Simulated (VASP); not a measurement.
Input of a VASP 6.6.1 run:

The input POSCAR:

```
TiCo
1.0
   -1.9297252197     -1.9297252197     -3.8594504394
   -1.9297252197     -3.8594504394     -1.9297252197
   -3.8594504394     -1.9297252197     -1.9297252197
Co Ti
1 1
Direct
    0.0000000000      0.0000000000      0.0000000000
    0.5000000000      0.5000000000      0.5000000000
```

Contents of INCAR.step1:

```
PREC = Accurate
ENCUT = 520
ISMEAR = 0
SIGMA = 0.1
LREAL = F
LASPH = T
NELM = 150
ISPIN = 2
MAGMOM = 2 0
LMAXMIX = 4
NBANDS = 22
GGA = PE
ALGO = Normal
EDIFF = 1E-4
LWAVE = T
LCHARG = F
```

INCAR.step2

```
PREC = Accurate
ENCUT = 520
EDIFF = 1E-6
ISMEAR = 0
SIGMA = 0.1
LREAL = F
LASPH = T
NELM = 150
ALGO = Normal
ISIF = 2
LWAVE = F
LCHARG = F
ISPIN = 2
MAGMOM = 2 0
LORBIT = 11
LMAXMIX = 4
METAGGA = R2SCAN
LMIXTAU = T
NBANDS = 22
ISTART = 1
```

KPOINTS

```
Automatic mesh
0
Gamma
  6 6 6
```

Potentials or basis: VASP PAW PBE potentials, release 64 (Co, Ti_sv).

Run with:

```sh
$ cat potpaw_PBE.64/Co/POTCAR potpaw_PBE.64/Ti_sv/POTCAR > POTCAR
$ cp INCAR.step1 INCAR
$ mpirun -np 1 vasp_std > vasp.out
$ cp INCAR.step2 INCAR
$ mpirun -np 1 vasp_std > vasp.out
```

Task: What does it give for the pressure?

Result: -6.2 GPa.

Task: Predict the net moment.

Result: 1.21 μB per cell.

Task: Estimate the site moments.

Result: Co +1.65; Ti -0.24 μB.

Stress tensor (GPa, compression positive):
```
-6.21 -4.05 -4.05
-4.05 -6.21 -4.05
-4.05 -4.05 -6.21
```

Caveat: the k points lie up to 0.45 Å⁻¹ apart; the PAW data sets were made with another functional, which shifts forces and pressure a little.
